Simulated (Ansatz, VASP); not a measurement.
# Pd: VASP beside Ansatz

Contents of INCAR:

```
SYSTEM = Pd
  ALGO = Normal
  EDIFF = 1E-7
  ENCUT = 520
  GGA = PS
  ISIF = 2
  ISMEAR = 0
  LASPH = .TRUE.
  LCHARG = .FALSE.
  LREAL = .FALSE.
  LWAVE = .FALSE.
  NBANDS = 11
  NELM = 60
  PREC = Accurate
  SIGMA = 0.15
```

KPOINTS

```
k-points
0
G
  20 20 20
  0 0 0
```

Contents of POSCAR:

```
Pd
1.0
    0.0000000000      2.0421450000      1.8962775000
    2.0421450000      0.0000000000      1.8962775000
    2.0421450000      2.0421450000      0.0000000000
Pd
1
Direct
    0.0000000000      0.0000000000      0.0000000000
```

Input for Ansatz:

```yaml
crystal:
  lattice:
    - [0.0, 2.042145, 1.8962775]
    - [2.042145, 0.0, 1.8962775]
    - [2.042145, 2.042145, 0.0]
  atoms:
    - { symbol: Pd, position: [0.0, 0.0, 0.0] }
basis:
  ecutwfc: 420
kpoints:
  mp_grid: { grid: [20, 20, 20] }
hamiltonian:
  xc: pbesol
scf:
  occupations: { method: gaussian, width: 0.15 }
output:
  forces: true
  stress: true
  eigenvalues: true
```

Change from the starting cell: strain +0.050 along x and y, -0.025 along z, atoms carried along.

Alike in both runs: task single point; functional PBEsol; k mesh 20 × 20 × 20; occupations gaussian, width 0.15 eV; no spin polarisation.

```csv
,VASP,Ansatz
version,VASP 6.6.1,Ansatz 0.2.0
potentials or method,"VASP PAW PBE potentials, release 64 (Pd), cutoff 520 eV","scalar-relativistic, plane waves, PAW"
valence electrons in the cell,10,18
```

Ansatz gave:

```
gap on the k mesh at the Fermi level (eV)                     : none
pressure (GPa)                                                : -13.3
traceless stress, the component that is largest in VASP (GPa) : 1.47
```

Q: What did VASP give for the same quantities?

A: gap on the k mesh at the Fermi level (eV): none; pressure (GPa): -13.5; traceless stress, the component that is largest in VASP (GPa): 1.46.

VASP's potentials were made for PBE, not for PBEsol. A gap of «none» marks a metal or a gap that the smearing closes. VASP's potentials hold 10 valence electrons a cell and Ansatz's 18, so a difference there can come from the potentials and not from the codes.
